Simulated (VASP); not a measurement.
Write the native input for VASP 6.6.1 that does the following.

```yaml
Task: relaxation of the atoms
Functional: PBE
Potentials_or_basis: VASP PAW PBE potentials, release 64 (Si, C)
Cutoff: 520 eV
k_mesh: 16 × 16 × 9
Occupations: fermi-dirac, width 0.02 eV
Spin: no spin polarisation
Dipole_correction: no
Further_INCAR_settings: ALGO = Normal; EDIFF = 1e-07; IBRION = 2; EDIFFG = -0.02; NSW = 80
```

The structure of SiC lies in POSCAR:

```
SiC
1.0
    3.0760000000      0.0000000000      0.0000000000
   -1.5380000000      2.6638941420      0.0000000000
    0.0000000000      0.0000000000      4.9470400000
Si C
2 2
Direct
    0.3333333333      0.6666666667      0.0044955126
    0.6666666667      0.3333333333      0.5044955126
    0.3333333333      0.6666666667      0.3805044874
    0.6666666667      0.3333333333      0.8805044874
```

This cell differs from its parent crystal: z stretched by -2 %.

One way to write it, as run:

INCAR

```
SYSTEM = SiC
PREC = Accurate
ENCUT = 520
EDIFF = 1E-7
ISMEAR = -1
SIGMA = 0.02
LREAL = .False.
LASPH = .True.
NELM = 100
ALGO = Normal
ISIF = 2
LWAVE = .False.
LCHARG = .False.
GGA = PE
IBRION = 2
NSW = 80
EDIFFG = -0.02
```

KPOINTS

```
regular mesh
0
Gamma
  16 16 9
  0 0 0
```

Potentials or basis: VASP PAW PBE potentials, release 64 (Si, C).

Command:

```bash
$ cat potpaw_PBE.64/Si/POTCAR potpaw_PBE.64/C/POTCAR > POTCAR
$ mpirun -np 1 vasp_std > vasp.out
```

It gave:

```yaml
Energy_gained_by_relaxing: 0.6 meV/atom
Ionic_steps: 3
Pressure_after_relaxing: 8.1 GPa
Band_gap_on_the_k_mesh: 2.37 eV (least direct gap 3.85 eV)
```

Caveat: the cell differs from its parent crystal (z stretched by -2 %); an odd mesh through Γ misses points on the zone boundary, where band edges can lie.

Run time: 88 s on 1 thread of AMD EPYC 7R13 Processor (Zen 3) (shared host), peak memory 0.17 GiB.
